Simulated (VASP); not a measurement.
**GaF: single point with r2SCANh**

The system is GaF.

```
Ga F
1.0
     3.22801    0.00000    0.00000
     0.00000    3.22801    0.00000
     0.00000    0.00000    3.22801
Ga F
1 1
Direct
  0.00000 0.00000 0.00000
  0.50000 0.50000 0.50000
```

* Program: VASP 6.6.1
* Task: single point
* Functional: r2SCANh
* Potentials or basis: VASP PAW PBE potentials, release 64 (Ga_d, F)
* Cutoff: 520 eV
* k mesh: 4 × 4 × 4
* Occupations: fermi-dirac, width 0.05 eV
* Spin: no spin polarisation
* Dipole correction: no
* Grid for exact exchange (PRECFOCK): Normal
* Further INCAR settings: ALGO = Normal; EDIFF = 1e-07; NBANDS = 17
* Share of exact exchange: 0.1

```
Pressure               : -3.8 GPa
Band gap on the k mesh : 1.43 eV (least direct gap 2.29 eV)
```

Levels at points of the mesh, in eV from the valence-band top:
| k point | band 6 | band 7 | band 8 | band 9 | band 10 | band 11 | band 12 | band 13 | band 14 | band 15 |
| --- | --- | --- | --- | --- | --- | --- | --- | --- | --- | --- |
| (0.00, 0.00, 0.00) | -15.41 | -5.97 | -3.59 | -3.59 | -3.59 | 9.32 | 9.32 | 9.32 | 11.09 | 11.09 |
| (0.50, 0.00, 0.00) | -15.41 | -6.77 | -3.34 | -3.34 | -0.86 | 1.43 | 9.47 | 9.47 | 13.76 | 15.58 |
| (0.50, 0.50, 0.00) | -15.38 | -4.86 | -4.86 | -3.25 | -2.53 | 4.40 | 4.40 | 10.47 | 11.23 | 17.19 |
| (0.50, 0.50, 0.50) | -15.38 | -4.12 | -4.12 | -4.12 | 0.00 | 3.43 | 3.43 | 3.43 | 13.30 | 13.30 |

It took 14 min on 1 thread of Intel Xeon 8259CL (shared host), peak memory 0.16 GiB.

Caveat: the k points lie up to 0.49 Å⁻¹ apart; the PAW data sets were made with another functional, which shifts forces and pressure a little. A k mesh can miss the band edges.
